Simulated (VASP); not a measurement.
Input of a VASP 6.6.1 run:

INCAR

```
  PREC = Accurate
  ENCUT = 520
  EDIFF = 1E-6
  ISMEAR = 0
  SIGMA = 0.1
  LREAL = F
  LASPH = T
  NELM = 100
  ALGO = Normal
  ISIF = 2
  LWAVE = F
  LCHARG = F
  LDIPOL = T
  IDIPOL = 3
  DIPOL = 0.5 0.5 0.500
  GGA = PE
  NBANDS = 48
```

The input KPOINTS:

```
Automatic mesh
0
Gamma
  12 12 1
```

File POSCAR:

```
W4C5
1.0
    2.9217712068      0.0000000000      0.0000000000
   -1.4608856034      2.5303280892      0.0000000000
    0.0000000000      0.0000000000     26.3883078636
C W
5 4
Direct
    0.6666666667      0.3333333333      0.2842167841
    0.6666666667      0.3333333333      0.3921083921
    0.6666666667      0.3333333333      0.5000000000
    0.6666666667      0.3333333333      0.6078916079
    0.6666666667      0.3333333333      0.7157832159
    0.0000000000      0.0000000000      0.3381625881
    0.0000000000      0.0000000000      0.4460541960
    0.0000000000      0.0000000000      0.5539458040
    0.0000000000      0.0000000000      0.6618374119
```

Potentials or basis: VASP PAW PBE potentials, release 64 (C, W_sv).

The run is started by

```sh
$ cat potpaw_PBE.64/C/POTCAR potpaw_PBE.64/W_sv/POTCAR > POTCAR
$ mpirun -np 1 vasp_std > vasp.out
```

Question: What does it give for the largest force?

Answer: 5.526 eV/Å.

Question: What does it give for the band gap on the k mesh?

Answer: Zero (band 38 reaches 1.87 eV, above the bottom of band 39 at 1.29 eV).

Forces on the atoms (eV/Å):
```
C    0.000  0.000  4.565
C    0.000  0.000  0.825
C    0.000  0.000  0.000
C    0.000  0.000 -0.825
C    0.000  0.000 -4.565
W    0.000  0.000 -5.526
W    0.000  0.000 -0.157
W    0.000  0.000  0.157
W    0.000  0.000  5.526
```

Caveat: spin-orbit coupling is left out, which moves the levels of the heavy elements.
